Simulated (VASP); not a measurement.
# SnGe2 (P-3m1) in VASP: a series of runs, part 2 of 2

VASP 6.6.1. The steps go on from the part before.

**4. Relaxation of cell and atoms, PBE**

This run uses another cell than the first one, of 21.21 Å³/atom, 0.781 times its volume.

Contents of INCAR:

```
  ALGO = Normal
  EDIFF = 1E-6
  EDIFFG = -0.08
  ENCUT = 600
  GGA = PE
  IBRION = 2
  ISIF = 3
  ISMEAR = 0
  LASPH = True
  LCHARG = False
  LREAL = False
  LWAVE = False
  NELM = 60
  NSW = 36
  PREC = Accurate
  SIGMA = 0.2
```

Contents of KPOINTS:

```
k-points
0
Gamma
  4 4 3
```

Contents of POSCAR:

```
SnGe2
1.0
    4.8925495000      0.0000000000      0.0000000000
   -2.4462747500      4.2370721500      0.0000000000
    0.0000000000      0.0000000000      6.1398391500
Sn Ge
2 4
Direct
    0.3333333300      0.6666666700      0.2800000000
    0.6666666700      0.3333333300      0.7200000000
    0.0000000000      0.0000000000      0.0000000000
    0.0000000000      0.0000000000      0.5000000000
    0.3333333300      0.6666666700      0.7799999700
    0.6666666700      0.3333333300      0.2200000300
```

Potentials or basis: VASP PAW PBE potentials, release 64 (Sn_d, Ge_d).

Launch:

```bash
> cat potpaw_PBE.64/Sn_d/POTCAR potpaw_PBE.64/Ge_d/POTCAR > POTCAR
> mpirun -np 1 vasp_std > vasp.out
```

OUTCAR:

```text
EDIFF = 1E-6
   EDIFFG = -0.08
   ENCUT = 600
   GGA = PE
   IBRION = 2
   ISIF = 3
   ISMEAR = 0
   LASPH = True
   LREAL = False
   NELM = 60
   NSW = 36
   PREC = Accurate

 ion  position               nearest neighbor table
   1  0.333  0.667  0.280-   6 2.85   6 2.85   6 2.85   5 3.07   5 3.07   4 3.13   4 3.13   4 3.13
                             3 3.31   3 3.31   3 3.31
   2  0.667  0.333  0.720-   5 2.85   5 2.85   5 2.85   6 3.07   6 3.07   4 3.13   4 3.13   4 3.13
                             3 3.31   3 3.31   3 3.31
   3  0.000  0.000  0.000-   1 3.31   2 3.31   1 3.31   2 3.31   2 3.31   1 3.31
   4  0.000  0.000  0.500-   1 3.13   2 3.13   1 3.13   2 3.13   2 3.13   1 3.13
   5  0.333  0.667  0.780-   2 2.85   2 2.85   2 2.85   1 3.07   1 3.07
   6  0.667  0.333  0.220-   1 2.85   1 2.85   1 2.85   2 3.07   2 3.07

  LATTYP: Found a hexagonal cell.
 ALAT       =     4.8925495000
 C/A-ratio  =     1.2549365418

  Lattice vectors:

 A1 = (   4.8925495000,   0.0000000000,   0.0000000000)
 A2 = (  -2.4462747500,   4.2370721500,   0.0000000000)
 A3 = (   0.0000000000,   0.0000000000,   6.1398391500)

Analysis of symmetry for initial positions (statically):
=====================================================================
 Subroutine PRICEL returns:
 Original cell was already a primitive cell.

 Routine SETGRP: Setting up the symmetry group for a
 hexagonal supercell.

 Subroutine GETGRP returns: Found 12 space group operations
 (whereof 12 operations were pure point group operations)
 out of a pool of 24 trial point group operations.

The static configuration has the point symmetry D_3d.

Analysis of symmetry for dynamics (positions and initial velocities):
=====================================================================
 Subroutine PRICEL returns:
 Original cell was already a primitive cell.

 Routine SETGRP: Setting up the symmetry group for a
 hexagonal supercell.

[... 118 lines left out ...]
  Fermi-wavevector in a.u.,A,eV,Ry     =   1.425329  2.693482 27.641104  2.031564
  Thomas-Fermi vector in A             =   2.545725
   LORBIT       =      0    0 simple, 1 ext, 2 COOP (PROOUT), +10 PAW based schemes
   GGA     = PE    functional components
   LHFCALC =     F    Hartree Fock is set to
   AEXX    =    0.0000 exact exchange contribution
   IVDW    =     0    specifies the selected vdW correction
   LEPSILON=     F    determine dielectric tensor
   LRPA    =     F    only Hartree local field effects (RPA)
 conjugate gradient relaxation of ions
 non-spin polarized calculation
 Gauss-broadening in eV      SIGMA  =   0.20
  energy-cutoff  :      600.00
  volume of cell :      127.28
 maximum number of plane-waves:      4262
 NGX is ok and might be reduce to    40
   NGX = 19   NGY = 19   NGZ = 25

--------------------------------------- Ionic step        1  -------------------------------------------

 number of electron      84.0000006 magnetization

 Free energy of the ion-electron system (eV)
  ---------------------------------------------------
  ext. energy  EPLUGINS =         0.00000000
  ---------------------------------------------------
  free energy    TOTEN  =       -23.86239312 eV

  energy without entropy =      -23.75528024  energy(sigma->0) =      -23.80883668

------------------------ aborting loop because EDIFF is reached ----------------------------------------

  FORCE on cell =-STRESS in cart. coord.  units (eV):
  Direction    XX          YY          ZZ          XY          YZ          ZX
  --------------------------------------------------------------------------------------
  -------------------------------------------------------------------------------------
  Total        3.8837066      3.8837066     -0.7887892     -0.0000000      0.0000000      0.0000000
  in kB       48.8876226     48.8876224     -9.9291822     -0.0000000      0.0000000      0.0000000
  external PRESSURE =      29.2820210 kB  Pullay stress =       0.0000000 kB
[... 101 lines left out ...]
  FREE ENERGIE OF THE ION-ELECTRON SYSTEM (eV)
  ---------------------------------------------------
  free  energy   TOTEN  =       -24.0312840505 eV

  energy  without entropy=      -23.9318977832  energy(sigma->0) =      -23.98159092

[... ionic steps 4 to 7 ...]

--------------------------------------- Ionic step        8  -------------------------------------------

 number of electron      83.9999993 magnetization

------------------------ aborting loop because EDIFF is reached ----------------------------------------
[... 75 lines left out ...]
--------------------------------------- Ionic step       10  -------------------------------------------

 number of electron      83.9999995 magnetization

 Free energy of the ion-electron system (eV)
  ---------------------------------------------------
  ext. energy  EPLUGINS =         0.00000000
  ---------------------------------------------------
  free energy    TOTEN  =       -24.12112153 eV

  energy without entropy =      -24.04468458  energy(sigma->0) =      -24.08290306

 E-fermi :   7.1816     XC(G=0): -10.8699

 val. band max:        7.0772315460   @ k =   0.2500   0.0000   0.3333
 cond. band min:       7.2032461114   @ k =   0.0000   0.2500   0.3333
 fundamental gap:      0.1260145654
 Fermi energy:         7.1816259554

 k-point     1 :       0.0000    0.0000    0.0000
  band No.  band energies     occupation
      1     -17.8080      2.00000
      2     -17.7900      2.00000
      3     -17.7900      2.00000
      4     -17.7820      2.00000
      5     -17.7820      2.00000
      6     -17.7229      2.00000
[... 499 lines left out ...]
  FREE ENERGIE OF THE ION-ELECTRON SYSTEM (eV)
  ---------------------------------------------------
  free  energy   TOTEN  =       -24.1211215332 eV

  energy  without entropy=      -24.0446845784  energy(sigma->0) =      -24.08290306

 reached required accuracy - stopping structural energy minimisation
```

It took 4.5 min on 1 thread of Intel Xeon Platinum 8488C (Sapphire Rapids), shared host; peak memory 0.3 GiB.

What came out:

| Quantity | Value |
| --- | --- |
| Free energy | -24.1211 eV |
| Relaxed volume | 21.85 Å³/atom |
| Relaxed cell | a = 5.092 Å, b = 5.092 Å, c = 5.837 Å, α = 90.00°, β = 90.00°, γ = 120.00° |
| Space group after relaxing (to 0.05 Å) | P-3m1 (No. 164) |
| Energy gained by relaxing | 43.1 meV/atom |
| Ionic steps | 10 |
| Pressure after relaxing | 0.1 GPa |
| Largest force after relaxing | 0.064 eV/Å |
| Band gap on the k mesh | zero (band 42 reaches 8.03 eV, above the bottom of band 43 at 5.96 eV) |

Forces in eV/Å, atoms in the order of the input:
```
Sn   0.000  0.000 -0.021
Sn   0.000  0.000  0.021
Ge   0.000  0.000  0.000
Ge   0.000  0.000  0.000
Ge   0.000  0.000 -0.064
Ge   0.000  0.000  0.064
```

The path:
| step | energy change (eV) | largest force (eV/Å) | pressure (GPa) | volume (Å³) |
| --- | --- | --- | --- | --- |
| 1 | 0.0000 | 0.2367 | 2.93 | 127.28 |
| 2 | -0.1600 | 0.0697 | -0.86 | 134.49 |
| 3 | -0.1689 | 0.0113 | -2.19 | 137.53 |
| 4 | -0.2142 | 0.1425 | -2.04 | 136.08 |
| 5 | -0.2214 | 0.1045 | -2.17 | 136.47 |
| 6 | -0.2565 | 0.0842 | 0.48 | 130.24 |
| 7 | -0.2580 | 0.0896 | -0.23 | 131.25 |
| 8 | -0.2578 | 0.0863 | 0.29 | 130.89 |
| 9 | -0.2580 | 0.0891 | 0.08 | 131.07 |
| 10 | -0.2587 | 0.0637 | 0.12 | 131.10 |

Final structure:
```yaml
crystal:
  lattice:
    - [5.09246, 0.00000, 0.00000]
    - [-2.54623, 4.41020, 0.00000]
    - [0.00000, 0.00000, 5.83717]
  atoms:
    - { symbol: Sn, position: [0.33333, 0.66667, 0.28070] }
    - { symbol: Sn, position: [0.66667, 0.33333, 0.71930] }
    - { symbol: Ge, position: [0.00000, 0.00000, 0.00000] }
    - { symbol: Ge, position: [0.00000, 0.00000, 0.50000] }
    - { symbol: Ge, position: [0.33333, 0.66667, 0.78224] }
    - { symbol: Ge, position: [0.66667, 0.33333, 0.21776] }
```

Caveat: the k points lie up to 0.36 Å⁻¹ apart in the final cell; spin-orbit coupling is left out, which moves the levels of the heavy elements; the relaxation stopped at a loose force limit of 0.08 eV/Å, so its end isn't a converged minimum.

**5. Single point, PBE (volume scaled by 1.03, then relaxed in part)**

Contents of INCAR:

```
PREC = Accurate ; ENCUT = 520
EDIFF = 1E-7 ; ISMEAR = 0
SIGMA = 0.1 ; LREAL = False
LASPH = True ; NELM = 60
ALGO = Normal ; ISIF = 2
LWAVE = False ; LCHARG = False
GGA = PE ; NBANDS = 51
```

Contents of KPOINTS:

```
regular mesh
0
Gamma
  12 12 4
```

Contents of POSCAR:

```
SnGe2
1.0
    4.3350063011      0.0000000000      0.0000000000
   -2.1675031505      3.7542255824      0.0000000000
    0.0000000000      0.0000000000     10.6367392349
Sn Ge
2 4
Direct
    0.0000000000      0.0000000000      0.8633917151
    0.0000000000      0.0000000000      0.1366082849
    0.3333333333      0.6666666667      0.7735328101
    0.6666666667      0.3333333333      0.2264671899
    0.3333333333      0.6666666667      0.5365937430
    0.6666666667      0.3333333333      0.4634062570
```

Launch:

```bash
> cat potpaw_PBE.64/Sn_d/POTCAR potpaw_PBE.64/Ge_d/POTCAR > POTCAR
> mpirun -np 1 vasp_std > vasp.out
```

It took 9.7 min on 1 thread of Intel Xeon Platinum 8259CL at 2.50GHz (Skylake/Cascade Lake), shared host; peak memory 0.59 GiB.

Results (log left out):

* Free energy: -25.4961 eV
* Pressure: -1.4 GPa
* Largest force: 0.006 eV/Å
* Band gap on the k mesh: zero (band 42 reaches 4.44 eV, above the bottom of band 43 at 4.18 eV)

Forces in eV/Å, atoms in the order of the input:
```
Sn   0.000  0.000  0.000
Sn   0.000  0.000  0.000
Ge   0.000  0.000 -0.006
Ge   0.000  0.000  0.006
Ge   0.000  0.000  0.003
Ge   0.000  0.000 -0.003
```

Levels at points of the mesh, in eV from the Fermi level:
```
           k point  band 40  band 41  band 42  band 43  band 44  band 45
(0.00, 0.00, 0.00)    -0.64    -0.18    -0.04     0.15     0.15     0.59
(0.50, 0.00, 0.00)    -2.41    -1.55    -1.48     0.78     0.86     1.42
(0.00, 0.00, 0.50)    -0.31    -0.31    -0.22    -0.22     0.72     0.74
(0.50, 0.00, 0.50)    -2.01    -1.14    -1.06    -0.15     0.86     1.44
```

Caveat: the cell differs from its parent crystal (volume scaled by 1.03, then relaxed in part); spin-orbit coupling is left out, which moves the levels of the heavy elements.

**6. The runs side by side**

| task | cell | k mesh | cutoff (eV) | smearing | gap on the mesh (eV) | pressure (GPa) | largest force (eV/Å) |
| --- | --- | --- | --- | --- | --- | --- | --- |
| single point | a = 4.249, b = 4.249, c = 10.428 Å, angles 90.0, 90.0, 120.0°, 6 atoms | 12 × 12 × 4 | 520 | gaussian 0.1 eV | none | 1.5 | 0.01 |
| single point | a = 4.292, b = 4.292, c = 10.534 Å, angles 90.0, 90.0, 120.0°, 6 atoms | 12 × 12 × 4 | 520 | gaussian 0.1 eV | none | 0.0 | - |
| relaxation of cell and atoms | relaxed from a = 4.893, b = 4.893, c = 6.140 Å, angles 90.0, 90.0, 120.0°, 6 atoms | 4 × 4 × 3 | 600 | gaussian 0.2 eV | none | 0.1 | 0.06 |
| single point | a = 4.335, b = 4.335, c = 10.637 Å, angles 90.0, 90.0, 120.0°, 6 atoms | 12 × 12 × 4 | 520 | gaussian 0.1 eV | none | -1.4 | 0.01 |

Alike in all rows: level PBE; potentials or basis VASP PAW PBE potentials, release 64 (Sn_d, Ge_d); no spin polarisation.

Caveats: some runs use coarse meshes; spin-orbit coupling is left out, which moves the levels of the heavy elements; the relaxation stopped at a loose force limit of 0.08 eV/Å, so its end isn't a converged minimum (some runs).

Total energies depend on the potentials used, so only differences within one code and one set of settings carry meaning.
